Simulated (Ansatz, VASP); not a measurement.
**Two plane-wave programs on Mg2Cd3Te**

```
Mg Cd Te
1.0
     5.98812    0.00000    0.00000
    -2.99406    5.18586    0.00000
     0.00000    0.00000    4.20587
Mg Cd Te
2 3 1
Direct
  0.66667 0.33333 0.96314
  0.33333 0.66667 0.96314
  0.50000 0.50000 0.45952
  0.50000 0.00000 0.45952
  0.00000 0.50000 0.45952
  0.00000 0.00000 0.88881
```

Change from the starting cell: species swapped into the ErCo3Ge2 type (P6mm, No. 183).

Alike in both runs: task single point; functional PBE; k mesh 3 × 3 × 4; occupations gaussian, width 0.1 eV; no spin polarisation.

|  | VASP | Ansatz |
| --- | --- | --- |
| version | VASP 6.6.1 | Ansatz 0.2.0 |
| potentials or method | VASP PAW PBE potentials, release 64 (Mg, Cd, Te), cutoff 520 eV | scalar-relativistic, plane waves, PAW |
| valence electrons in the cell | 46 | 96 |

|  | VASP | Ansatz | Ansatz less VASP |
| --- | --- | --- | --- |
| gap on the k mesh at the Fermi level (eV) | none | none | - |
| pressure (GPa) | 10.6 | 10.5 | -0.11 |
| traceless stress, the component that is largest in VASP (GPa) | 6.25 | 6.30 | +0.053 |
| rms of the force components (eV/Å) | 0.033 | 0.033 | -0.0003 |

Atom by atom the forces differ by 0.002 eV/Å (rms over components). A gap of «none» marks a metal or a gap that the smearing closes. VASP's potentials hold 46 valence electrons a cell and Ansatz's 96, so a difference there can come from the potentials and not from the codes.

The k mesh is coarse, so the values compare programs but aren't converged. Neither program's run includes spin-orbit coupling.
